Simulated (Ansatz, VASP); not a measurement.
One calculation of AlAu4, two programs

File INCAR:

```
ALGO = Fast
EDIFF = 1E-6
ENCUT = 520
GGA = PS
ISIF = 2
ISMEAR = 0
LASPH = T
LCHARG = F
LREAL = F
LWAVE = F
NBANDS = 32
NELM = 60
PREC = Accurate
SIGMA = 0.1
```

Contents of KPOINTS:

```
k-points
0
Gamma
  12 12 4
```

The input POSCAR:

```
AlAu4
1.0
    2.3436065609     -1.6353550441     -0.0354942975
    2.3266370006      1.6113503656      0.0330695825
   -0.9368908056      0.2222881154     10.6042864471
Al Au
1 4
Direct
    0.0097500742     -0.0052490770      0.0039843583
    0.6013344814      0.6290750351      0.8254108998
    0.1937335988      0.2056699128      0.5993623491
    0.7893426835      0.8004155691      0.3915498566
    0.4058391622      0.3700885599      0.1796925363
```

Input for Ansatz:

```yaml
crystal:
  lattice:
    - [2.3436065609, -1.6353550441, -0.0354942975]
    - [2.3266370006, 1.6113503656, 0.0330695825]
    - [-0.9368908056, 0.2222881154, 10.6042864471]
  atoms:
    - { symbol: Al, position: [0.0097500742, -0.005249077, 0.0039843583] }
    - { symbol: Au, position: [0.6013344814, 0.6290750351, 0.8254108998] }
    - { symbol: Au, position: [0.1937335988, 0.2056699128, 0.5993623491] }
    - { symbol: Au, position: [0.7893426835, 0.8004155691, 0.3915498566] }
    - { symbol: Au, position: [0.4058391622, 0.3700885599, 0.1796925363] }
basis:
  ecutwfc: 420
kpoints:
  mp_grid: { grid: [12, 12, 4] }
hamiltonian:
  xc: pbesol
scf:
  occupations: { method: gaussian, width: 0.1 }
output:
  forces: true
  stress: true
  eigenvalues: true
```

Change from the starting cell: all atoms moved at random, cell strained at random.

Alike in both runs: task single point; functional PBEsol; k mesh 12 × 12 × 4; occupations gaussian, width 0.1 eV; no spin polarisation.

|  | VASP | Ansatz |
| --- | --- | --- |
| version | VASP 6.6.1 | Ansatz 0.2.0 |
| potentials or method | VASP PAW PBE potentials, release 64 (Al, Au), cutoff 520 eV | scalar-relativistic, plane waves, PAW |
| valence electrons in the cell | 47 | 79 |

Ansatz gave:

* gap on the k mesh at the Fermi level (eV): none
* pressure (GPa): 9.4
* traceless stress, the component that is largest in VASP (GPa): -2.15
* rms of the force components (eV/Å): 0.282

Problem. What did VASP give for the same quantities?

Solution. gap on the k mesh at the Fermi level (eV): none; pressure (GPa): 9.2; traceless stress, the component that is largest in VASP (GPa): -2.15; rms of the force components (eV/Å): 0.283.

VASP's potentials were made for PBE, not for PBEsol. Atom by atom the forces differ by 0.002 eV/Å (rms over components). A gap of «none» marks a metal or a gap that the smearing closes. The functional is the same, so the differences come from potentials, cutoffs and numerics. VASP's potentials hold 47 valence electrons a cell and Ansatz's 79, so a difference there can come from the potentials and not from the codes.

Spin-orbit coupling is off throughout.
